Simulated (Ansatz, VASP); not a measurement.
Ga5As2P3 in VASP and in Ansatz

```
Ga P As
1.0
    -1.92126    1.92126   13.58534
     1.92126   -1.92126   13.58534
     1.92126    1.92126  -13.58534
Ga P As
5 3 2
Direct
  0.90000 0.90000 0.00000
  0.30000 0.30000 0.00000
  0.70000 0.70000 0.00000
  0.10000 0.10000 0.00000
  0.50000 0.50000 0.00000
  0.25000 0.75000 0.50000
  0.65000 0.15000 0.50000
  0.85000 0.35000 0.50000
  0.05000 0.55000 0.50000
  0.45000 0.95000 0.50000
```

Alike in both runs: task single point; functional PBE; k mesh 6 × 6 × 6; occupations gaussian, width 0.1 eV; no spin polarisation.

|  | VASP | Ansatz |
| --- | --- | --- |
| version | VASP 6.6.1 | Ansatz 0.2.0 |
| potentials or method | VASP PAW PBE potentials, release 64 (Ga_d, P, As), cutoff 520 eV | scalar-relativistic, plane waves, PAW |
| valence electrons in the cell | 90 | 110 |

```tsv
	VASP	Ansatz	Ansatz less VASP
gap on the k mesh at the Fermi level (eV)	1.41	1.42	+0.004
least direct gap on the mesh (eV)	1.41	1.42	+0.004
pressure (GPa)	8.1	8.0	-0.09
traceless stress, the component that is largest in VASP (GPa)	-0.14	-0.14	0.000
rms of the force components (eV/Å)	0.242	0.235	-0.0067
```

Atom by atom the forces differ by 0.007 eV/Å (rms over components). VASP's potentials hold 90 valence electrons a cell and Ansatz's 110, so a difference there can come from the potentials and not from the codes.
